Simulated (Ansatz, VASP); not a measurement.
As: VASP beside Ansatz

Contents of INCAR:

```
SYSTEM = As
PREC = Accurate ; ENCUT = 400
EDIFF = 1E-6 ; ISMEAR = 0
SIGMA = 0.02 ; LREAL = .FALSE.
LASPH = .TRUE. ; NELM = 200
ALGO = Normal ; ISIF = 2
LWAVE = .FALSE. ; LCHARG = .FALSE.
MAGMOM = 0 0 0 0 0 0 ; LORBIT = 11
LSORBIT = .TRUE. ; GGA_COMPAT = .FALSE.
LORBMOM = .TRUE. ; LDIPOL = .TRUE.
IDIPOL = 3 ; DIPOL = 0.5 0.5 0.500
GGA = PE ; IVDW = 12
NBANDS = 42 ; NELMDL = -8
```

File KPOINTS:

```
regular mesh
0
G
  9 9 1
  0 0 0
```

POSCAR

```
As
1.0
    3.5716238352      0.0000000000      0.0000000000
   -1.7858119176      3.0931169740      0.0000000000
    0.0000000000      0.0000000000     28.5742411176
As
2
Direct
    0.3333333333      0.6666666667      0.4755450769
    0.6666666667      0.3333333333      0.5244549231
```

Input for Ansatz:

```yaml
crystal:
  lattice:
    - [3.5716238352, 0.0, 0.0]
    - [-1.7858119176, 3.093116974, 0.0]
    - [0.0, 0.0, 28.5742411176]
  atoms:
    - { symbol: As, position: [0.3333333333, 0.6666666667, 0.4755450769] }
    - { symbol: As, position: [0.6666666667, 0.3333333333, 0.5244549231] }
  periodic: [true, true, false]
basis:
  ecutwfc: 420
kpoints:
  mp_grid: { grid: [9, 9, 1] }
  band_path:
    path:
      - [0, 0, 0]
      - [0.5, 0, 0]
      - [0.3333333333333, 0.3333333333333, 0]
      - [0, 0, 0]
    npoints: 16
hamiltonian:
  xc: pbe
  dispersion: d3bj
scf:
  occupations: { method: gaussian, width: 0.02 }
output:
  forces: true
  stress: true
  eigenvalues: true
  populations: true
  write_density: true
  write_potential: true
  elf: true
  volumetric_format: npy
magnetization:
  noncollinear: true
  spin_orbit: true
```

Alike in both runs: task single point; functional PBE; dispersion D3(BJ); k mesh 9 × 9 × 1; occupations gaussian, width 0.02 eV; non-collinear spin, spin-orbit coupling.

|  | VASP | Ansatz |
| --- | --- | --- |
| version | VASP 6.6.1 | Ansatz 0.2.0 |
| potentials or method | VASP PAW PBE potentials, release 64 (As_d), cutoff 400 eV | plane waves, PAW |
| valence electrons in the cell | 30 | 30 |

|  | VASP | Ansatz | Ansatz less VASP |
| --- | --- | --- | --- |
| rms of the force components (eV/Å) | 0.014 | 0.001 | -0.0136 |

Atom by atom the forces differ by 0.014 eV/Å (rms over components).
